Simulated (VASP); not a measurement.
Set up this calculation in VASP 6.6.1, as the native input.

```
Task                   : relaxation of cell and atoms
Functional             : PBE
Potentials or basis    : VASP PAW PBE potentials, release 64 (As)
Cutoff                 : 600 eV
k mesh                 : 21 × 21 × 21
Occupations            : fermi-dirac, width 0.1 eV
Spin                   : no spin polarisation
Target pressure        : 410 GPa
Dipole correction      : no
Further INCAR settings : ALGO = Normal; EDIFF = 1e-07; IBRION = 2; EDIFFG = -0.005; NSW = 60; ISIF = 3
```

The structure of As lies in POSCAR:

```
As
1.0
   -1.2774706237      1.2774706237      1.2774706237
    1.2774706237     -1.2774706237      1.2774706237
    1.2774706237      1.2774706237     -1.2774706237
As
1
Direct
    0.0000000000      0.0000000000      0.0000000000
```

These files were run (other wordings do the same):

INCAR

```
ALGO     = Normal         # electronic algorithm
EDIFF    = 1E-7           # SCF threshold, eV
EDIFFG   = -0.005         # ionic threshold
ENCUT    = 600            # plane-wave cutoff, eV
GGA      = PE             # functional
IBRION   = 2              # ionic algorithm
ISIF     = 3              # what is computed and relaxed
ISMEAR   = -1             # smearing method
LASPH    = True           # aspherical terms in the spheres
LCHARG   = False          # write CHGCAR
LREAL    = False          # projectors in reciprocal space
LWAVE    = False          # write WAVECAR
NELM     = 100            # most SCF steps
NSW      = 60             # ionic steps
PREC     = Accurate       # precision mode
PSTRESS  = 4100.0       
SIGMA    = 0.1            # smearing width, eV
```

KPOINTS

```
k-points
0
Gamma
  21 21 21
```

Potentials or basis: VASP PAW PBE potentials, release 64 (As).

Run with:

```bash
$ cat potpaw_PBE.64/As/POTCAR > POTCAR
$ mpirun -np 1 vasp_std > vasp.out
```

Results of the run:

```json
{
 "Relaxed volume": "8.41 Å³/atom",
 "Relaxed cell": "a = 2.219 Å, b = 2.219 Å, c = 2.219 Å, α = 109.47°, β = 109.47°, γ = 109.47°",
 "Space group after relaxing (to 0.05 Å)": "Im-3m (No. 229)",
 "Energy change on relaxing (the enthalpy is what falls)": "-176.7 meV/atom",
 "Ionic steps": "4",
 "Pressure after relaxing": "410.0 GPa"
}
```

Caveat: the cell is relaxed towards a set pressure, so the enthalpy falls and the energy may rise.

Wall time 22 s on 1 thread of Intel(R) Xeon(R) Platinum 8559C (Emerald Rapids) (shared host), peak memory 0.14 GiB.
